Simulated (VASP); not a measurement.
SiO2:

```
Si O
1.0
    -2.37405    2.37405    3.74400
     2.37405   -2.37405    3.74400
     2.37405    2.37405   -3.74400
Si O
2 4
Cartesian
  0.0000 0.0000 0.0000
  0.0000 2.3740 1.8720
  1.1870 2.9599 2.8080
  0.5858 1.1870 0.9360
  -1.1870 1.7882 2.8080
  -0.5858 3.5611 0.9360
```

| Item | Value |
| --- | --- |
| Program | VASP 6.6.1 |
| Task | relaxation of cell and atoms |
| Functional | LDA |
| Potentials or basis | VASP PAW LDA potentials, release 64 (Si, O) |
| Cutoff | 600 eV |
| k mesh | 8 × 8 × 8 |
| Occupations | gaussian, width 0.02 eV |
| Spin | no spin polarisation |

At the start: pressure -2.6 GPa; volume 14.07 Å³/atom.

How do energy, volume and symmetry change on relaxing?

Over 26 steps the energy falls by 7.5 meV/atom and the volume is 14.75 Å³/atom (+4.8 %); space group I-42d (No. 122, to 0.1 Å) before and after.

The path:
```
step  energy change (eV)  largest force (eV/Å)  pressure (GPa)  volume (Å³)
   1              0.0000                0.2583           -2.61        84.41
   2              0.0113                0.2907            4.62        81.64
   3             -0.0138                0.0302            0.35        83.21
   4             -0.0181                0.0401            0.31        83.35
   5             -0.0264                0.0688            0.20        83.73
   6             -0.0232                0.1197           -0.08        84.43
   7             -0.0283                0.0887            0.11        84.01
   8             -0.0312                0.0563            0.41        84.32
   9             -0.0363                0.0319            1.24        85.24
  10             -0.0339                0.1642            2.59        87.09
  11             -0.0370                0.0950            1.87        85.99
  12             -0.0374                0.0923            1.82        86.07
  13             -0.0385                0.0845            1.67        86.30
  14             -0.0405                0.0683            1.38        86.76
  15             -0.0434                0.0367            0.79        87.70
  16             -0.0439                0.0268           -0.42        89.59
  17             -0.0445                0.0023            0.12        88.75
  18             -0.0445                0.0005            0.09        88.81
  19             -0.0446                0.0005            0.08        88.79
  20             -0.0447                0.0023            0.06        88.76
  21             -0.0449                0.0062            0.00        88.68
  22             -0.0451                0.0139           -0.12        88.54
  23             -0.0451                0.0001            0.08        88.41
  24             -0.0451                0.0036            0.03        88.44
  25             -0.0451                0.0040            0.02        88.45
  26             -0.0451                0.0048           -0.01        88.47
```

Final structure:
```cif
data_structure
_symmetry_space_group_name_H-M 'P 1'
_symmetry_Int_Tables_number 1
_cell_length_a 5.0419
_cell_length_b 5.0419
_cell_length_c 5.0419
_cell_angle_alpha 121.506
_cell_angle_beta 121.506
_cell_angle_gamma 87.411
_cell_volume 88.47
loop_
_atom_site_label
_atom_site_type_symbol
_atom_site_fract_x
_atom_site_fract_y
_atom_site_fract_z
_atom_site_occupancy
Si1 Si 0.00000 0.00000 0.00000 1
Si2 Si 0.75000 0.25000 0.50000 1
O1 O 0.97478 0.62500 0.84978 1
O2 O 0.37500 0.22478 0.34978 1
O3 O 0.77522 0.12500 0.15022 1
O4 O 0.87500 0.02522 0.65022 1
```
